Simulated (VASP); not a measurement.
# SnO (P1) in VASP: further runs, part 2 of 2

VASP 6.6.1.

## 4. Single point, r2SCAN (all Sn atoms moved +0.500 Å, as atom 1 along Cartesian [1 1 1])

POSCAR

```
SnO
1.0
    3.3550050000      0.0000000000      0.0000000000
    0.0000000000      5.6741040000      0.0000000000
    0.0000000000      0.0000000000      4.2219700000
Sn O
2 2
Direct
    0.0860431310      0.2827848977      0.5815185111
    0.5860431310      0.8189668977      0.0815185111
    0.0000000000      0.8912500000      0.7368570000
    0.5000000000      0.1087500000      0.2368570000
```

INCAR.step1

```
PREC = Accurate ; ENCUT = 520
ISMEAR = 0 ; SIGMA = 0.05
LREAL = False ; LASPH = True
NELM = 60 ; NBANDS = 28
GGA = PE ; ALGO = Normal
EDIFF = 1E-4 ; LWAVE = True
LCHARG = False
```

INCAR.step2

```
PREC = Accurate ; ENCUT = 520
EDIFF = 1E-7 ; ISMEAR = 0
SIGMA = 0.05 ; LREAL = False
LASPH = True ; NELM = 60
ALGO = Normal ; ISIF = 2
LWAVE = False ; LCHARG = True
METAGGA = R2SCAN ; LMIXTAU = True
LELF = True ; LVHAR = True
NBANDS = 28 ; ISTART = 1
```

KPOINTS

```
regular mesh
0
Gamma
  8 6 6
```

Started as:

```sh
cat potpaw_PBE.64/Sn_d/POTCAR potpaw_PBE.64/O/POTCAR > POTCAR
cp INCAR.step1 INCAR
mpirun -np 1 vasp_std > vasp.out
cp INCAR.step2 INCAR
mpirun -np 1 vasp_std > vasp.out
```

Wall time 24 min (1 thread of Oxide Virtual Turin-like, shared host); peak memory 0.36 GiB.

It converged, with:

* Free energy: -64.9024 eV
* Pressure: 1.0 GPa
* Largest force: 7.472 eV/Å
* Band gap on the k mesh: 0.54 eV (least direct gap 0.67 eV)

Forces on the atoms (eV/Å):
```
Sn  -0.031 -2.227 -0.790
Sn   0.102 -6.118 -2.346
O    0.849  1.526  0.225
O   -0.921  6.819  2.911
```

Stress tensor (GPa, compression positive):
```
-3.26 -2.56 -2.41
-2.56 10.07  6.31
-2.41  6.31 -3.85
```

Levels at points of the mesh, in eV from the valence-band top:
```
           k point  band 16  band 17  band 18  band 19  band 20  band 21  band 22  band 23  band 24  band 25
(0.00, 0.00, 0.00)    -4.03    -3.45    -2.35    -1.90    -0.29     2.87     3.61     5.83     6.50     7.79
(0.50, 0.00, 0.00)    -3.73    -3.19    -2.56    -2.34    -0.72     1.21     2.65     4.74     5.91     6.97
(0.00, 0.50, 0.00)    -3.82    -3.43    -2.03    -1.76    -1.49     3.02     4.02     5.25     6.12     6.76
(0.50, 0.50, 0.00)    -3.83    -3.22    -2.63    -1.64    -0.61     1.02     2.25     4.94     5.53     7.07
(0.00, 0.00, 0.50)    -3.52    -3.12    -2.48    -2.31    -1.12     2.58     3.59     4.98     6.56     7.06
(0.50, 0.00, 0.50)    -3.96    -3.49    -2.82    -2.02    -0.58     0.92     2.36     3.98     5.45     6.59
(0.00, 0.50, 0.50)    -3.21    -2.88    -2.39    -2.21    -0.82     1.59     2.47     5.83     6.87     8.32
(0.50, 0.50, 0.50)    -4.28    -3.70    -2.98    -1.09     0.00     0.84     2.22     4.18     5.43     5.89
```

Caveat: the cell differs from its parent crystal (all Sn atoms moved +0.500 Å, as atom 1 along Cartesian [1 1 1]); the PAW data sets were made with another functional, which shifts forces and pressure a little; spin-orbit coupling is left out, which moves the levels of the heavy elements.

## 5. Single point, r2SCAN (all Sn atoms moved -0.375 Å, as atom 1 along Cartesian [1 1 1])

Changes to POSCAR since step 4:

```diff
@@ -8,4 +8,4 @@
 Direct
-    0.0860431310      0.2827848977      0.5815185111
-    0.5860431310      0.8189668977      0.0815185111
+   -0.0645323482      0.1937520767      0.4618631167
+    0.4354676518      0.7299340767     -0.0381368833
     0.0000000000      0.8912500000      0.7368570000
```

INCAR.step1

```
SYSTEM = SnO
ALGO     = Normal         ! electronic algorithm
EDIFF    = 1E-4           ! SCF threshold, eV
ENCUT    = 520            ! plane-wave cutoff, eV
GGA      = PE             ! functional
ISMEAR   = 0              ! smearing method
LASPH    = .True.         ! aspherical terms in the spheres
LCHARG   = .False.        ! write CHGCAR
LREAL    = .False.        ! projectors in reciprocal space
LWAVE    = .True.         ! write WAVECAR
NBANDS   = 28             ! bands
NELM     = 100            ! most SCF steps
PREC     = Accurate       ! precision mode
SIGMA    = 0.05           ! smearing width, eV
```

INCAR.step2

```
SYSTEM = SnO
ALGO     = Normal         ! electronic algorithm
EDIFF    = 1E-6           ! SCF threshold, eV
ENCUT    = 520            ! plane-wave cutoff, eV
ISIF     = 2              ! what is computed and relaxed
ISMEAR   = 0              ! smearing method
ISTART   = 1            
LASPH    = .True.         ! aspherical terms in the spheres
LCHARG   = .False.        ! write CHGCAR
LMIXTAU  = .True.       
LREAL    = .False.        ! projectors in reciprocal space
LWAVE    = .False.        ! write WAVECAR
METAGGA  = R2SCAN         ! meta-GGA
NBANDS   = 28             ! bands
NELM     = 100            ! most SCF steps
PREC     = Accurate       ! precision mode
SIGMA    = 0.05           ! smearing width, eV
```

KPOINTS

```
k-points
0
Gamma
  8 6 6
  0 0 0
```

Potentials or basis: VASP PAW PBE potentials, release 64 (Sn_d, O).

Started as:

```sh
cat potpaw_PBE.64/Sn_d/POTCAR potpaw_PBE.64/O/POTCAR > POTCAR
cp INCAR.step1 INCAR
mpirun -np 1 vasp_std > vasp.out
cp INCAR.step2 INCAR
mpirun -np 1 vasp_std > vasp.out
```

OUTCAR:

```text
SYSTEM = SnO
   EDIFF = 1E-6
   ENCUT = 520
   ISIF = 2
   ISMEAR = 0
   ISTART = 1
   LASPH = .True.
   LREAL = .False.
   METAGGA = R2SCAN
   NELM = 100
   PREC = Accurate

 ion  position               nearest neighbor table
   1  0.935  0.194  0.462-   4 1.81   3 2.08   4 2.17
   2  0.435  0.730  0.962-   3 1.97   3 2.31   4 2.45
   3  0.000  0.891  0.737-   2 1.97   1 2.08   2 2.31
   4  0.500  0.109  0.237-   1 1.81   1 2.17   2 2.45

  LATTYP: Found a simple orthorhombic cell.
[... 945 lines left out ...]
  Direction    XX          YY          ZZ          XY          YZ          ZX
  --------------------------------------------------------------------------------------
  -------------------------------------------------------------------------------------
  Total        6.8341917      1.0880037      3.5205271      0.8026408      0.2600423      5.1934772
  in kB      136.2360772     21.6887919     70.1798867     16.0002287      5.1838083    103.5292829
  external PRESSURE =      76.0349186 kB  Pullay stress =       0.0000000 kB

 VOLUME and BASIS-vectors are now :
 -----------------------------------------------------------------------------
  energy-cutoff  :      520.00
  volume of cell :       80.37
      direct lattice vectors                 reciprocal lattice vectors
     3.355005000  0.000000000  0.000000000     0.298062149  0.000000000  0.000000000
     0.000000000  5.674104000  0.000000000     0.000000000  0.176239279  0.000000000
     0.000000000  0.000000000  4.221970000     0.000000000  0.000000000  0.236856254

 POSITION                                       TOTAL-FORCE (eV/Angst)
 -----------------------------------------------------------------------------------
      3.13850      1.09937      1.94997         4.609257      3.214122      3.419168
      1.46100      4.14172      4.06096         1.486156      0.155748      0.754824
      0.00000      5.05705      3.11099        -1.509230     -0.177864     -0.606520
      1.67750      0.61706      1.00000        -4.586183     -3.192005     -3.567472
 -----------------------------------------------------------------------------------
    total drift:                               -0.000085     -0.005212     -0.000817

  FREE ENERGIE OF THE ION-ELECTRON SYSTEM (eV)
  ---------------------------------------------------
  free  energy   TOTEN  =       -65.3697768981 eV

  energy  without entropy=      -65.3697768981  energy(sigma->0) =      -65.36977690
```

OUTCAR.step1:

```text
SYSTEM = SnO
   EDIFF = 1E-4
   ENCUT = 520
   GGA = PE
   ISMEAR = 0
   LASPH = .True.
   LREAL = .False.
   NELM = 100
[... 973 lines left out ...]
      1.46100      4.14172      4.06096         1.548003     -0.272752      0.915834
      0.00000      5.05705      3.11099        -1.555424     -0.161265     -0.671704
      1.67750      0.61706      1.00000        -4.529991     -3.026734     -3.676955
 -----------------------------------------------------------------------------------
    total drift:                                0.002344     -0.002830      0.000941

  FREE ENERGIE OF THE ION-ELECTRON SYSTEM (eV)
  ---------------------------------------------------
  free  energy   TOTEN  =       -21.2109965190 eV

  energy  without entropy=      -21.2109965190  energy(sigma->0) =      -21.21099652
```

It took 19 min on 1 thread of Oxide Virtual Turin-like, shared host; peak memory 0.35 GiB.

Results:

- Free energy: -65.3698 eV
- Pressure: 7.6 GPa
- Largest force: 6.629 eV/Å
- Band gap on the k mesh: 1.40 eV (least direct gap 1.71 eV)

Forces in eV/Å, atoms in the order of the input:
```
Sn   4.609  3.214  3.419
Sn   1.486  0.156  0.755
O   -1.509 -0.178 -0.607
O   -4.586 -3.192 -3.567
```

Stress tensor (GPa, compression positive):
```
13.62  1.60 10.35
 1.60  2.17  0.52
10.35  0.52  7.02
```

Caveat: the cell differs from its parent crystal (all Sn atoms moved -0.375 Å, as atom 1 along Cartesian [1 1 1]); the cell stands under pressure; the PAW data sets were made with another functional, which shifts forces and pressure a little; spin-orbit coupling is left out, which moves the levels of the heavy elements. A k mesh can miss the band edges.

## 6. The runs side by side

```tsv
cell	gap on the mesh (eV)	pressure (GPa)	largest force (eV/Å)
as given, atomic positions A	1.12	15.0	12.22
as given, atomic positions B	1.00	-1.4	4.73
as given, atomic positions C	0.54	1.0	7.47
as given, atomic positions D	1.40	7.6	6.63
```

Alike in all rows: task single point; level r2SCAN; potentials or basis VASP PAW PBE potentials, release 64 (Sn_d, O); no spin polarisation; k mesh 8 × 6 × 6; cutoff (eV) 520; smearing gaussian 0.05 eV.

Caveats: the PAW data sets were made with another functional, which shifts forces and pressure a little; spin-orbit coupling is left out, which moves the levels of the heavy elements; the cell stands under pressure (at least some runs).

Absolute energies hang on the potentials; compare differences alone.
